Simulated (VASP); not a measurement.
Input of a VASP 6.6.1 run:

File INCAR:

```
SYSTEM = Ti
PREC     = Accurate       ! precision mode
ENCUT    = 520            ! plane-wave cutoff, eV
EDIFF    = 1E-7           ! SCF threshold, eV
ISMEAR   = 0              ! smearing method
SIGMA    = 0.02           ! smearing width, eV
LREAL    = .False.        ! projectors in reciprocal space
LASPH    = .True.         ! aspherical terms in the spheres
NELM     = 80             ! most SCF steps
ALGO     = Normal         ! electronic algorithm
ISIF     = 2              ! what is computed and relaxed
LWAVE    = .False.        ! write WAVECAR
LCHARG   = .False.        ! write CHGCAR
GGA      = PS             ! functional
NBANDS   = 12             ! bands
```

Contents of KPOINTS:

```
Automatic mesh
0
Gamma
  11 11 11
  0 0 0
```

Contents of POSCAR:

```
Ti
1.0
    2.8708535300      0.0000000000      0.0000000000
    1.4354267650      2.4862320875      0.0000000000
    1.4354267650      0.8287440292      2.3440420916
Ti
1
Direct
    0.0000000000      0.0000000000      0.0000000000
```

Potentials or basis: VASP PAW PBE potentials, release 64 (Ti_sv).

Command:

```console
$ cat potpaw_PBE.64/Ti_sv/POTCAR > POTCAR
$ mpirun -np 1 vasp_std > vasp.out
```

(1) Estimate the pressure.

(2) Predict the band gap on the k mesh.

Answers

(1) -1.2 GPa.

(2) zero (band 6 reaches 9.41 eV, above the bottom of band 7 at 8.22 eV).

Caveat: the PAW data sets were made with another functional, which shifts forces and pressure a little.
